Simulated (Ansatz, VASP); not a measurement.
**Two plane-wave programs on IrS**

Contents of POSCAR:

```
IrS
1.0
    0.0000000000      2.4768135137      2.4768135137
    2.4768135137      0.0000000000      2.4768135137
    2.4768135137      2.4768135137      0.0000000000
Ir S
1 1
Direct
    0.5000000000      0.5000000000      0.5000000000
    0.0000000000      0.0000000000      0.0000000000
```

INCAR.step1

```
PREC = Accurate
ENCUT = 520
ISMEAR = 0
SIGMA = 0.05
LREAL = False
LASPH = True
NELM = 80
NBANDS = 14
GGA = PE
ALGO = Normal
EDIFF = 1E-4
LWAVE = True
LCHARG = False
```

The input INCAR.step2:

```
PREC = Accurate
ENCUT = 520
EDIFF = 1E-6
ISMEAR = 0
SIGMA = 0.05
LREAL = False
LASPH = True
NELM = 80
ALGO = Normal
ISIF = 2
LWAVE = False
LCHARG = False
METAGGA = R2SCAN
LMIXTAU = True
NBANDS = 14
ISTART = 1
```

Contents of KPOINTS:

```
Automatic mesh
0
Gamma
  12 12 12
```

Input for Ansatz:

```yaml
crystal:
  lattice:
    - [0.0, 2.4768135137, 2.4768135137]
    - [2.4768135137, 0.0, 2.4768135137]
    - [2.4768135137, 2.4768135137, 0.0]
  atoms:
    - { symbol: Ir, position: [0.5, 0.5, 0.5] }
    - { symbol: S, position: [0.0, 0.0, 0.0] }
basis:
  ecutwfc: 500
  ecutrho_ratio: 4
kpoints:
  mp_grid: { grid: [12, 12, 12] }
hamiltonian:
  xc: r2scan
scf:
  occupations: { method: gaussian, width: 0.05 }
output:
  forces: true
  stress: true
  eigenvalues: true
```

Alike in both runs: task single point; functional r2SCAN; k mesh 12 × 12 × 12; occupations gaussian, width 0.05 eV; no spin polarisation.

|  | VASP | Ansatz |
| --- | --- | --- |
| version | VASP 6.6.1 | Ansatz 0.2.0 |
| potentials or method | VASP PAW PBE potentials, release 64 (Ir, S), cutoff 520 eV | scalar-relativistic, plane waves, PAW |
| valence electrons in the cell | 15 | 23 |

```csv
,VASP,Ansatz,Ansatz less VASP
gap on the k mesh at the Fermi level (eV),none,none,-
pressure (GPa),-2.7,-3.7,-1.04
```

VASP's potentials were made for PBE, not for r2SCAN. A gap of «none» marks a metal or a gap that the smearing closes. The functional is the same, so the differences come from potentials, cutoffs and numerics. VASP's potentials hold 15 valence electrons a cell and Ansatz's 23, so a difference there can come from the potentials and not from the codes.

Neither program's run includes spin-orbit coupling.
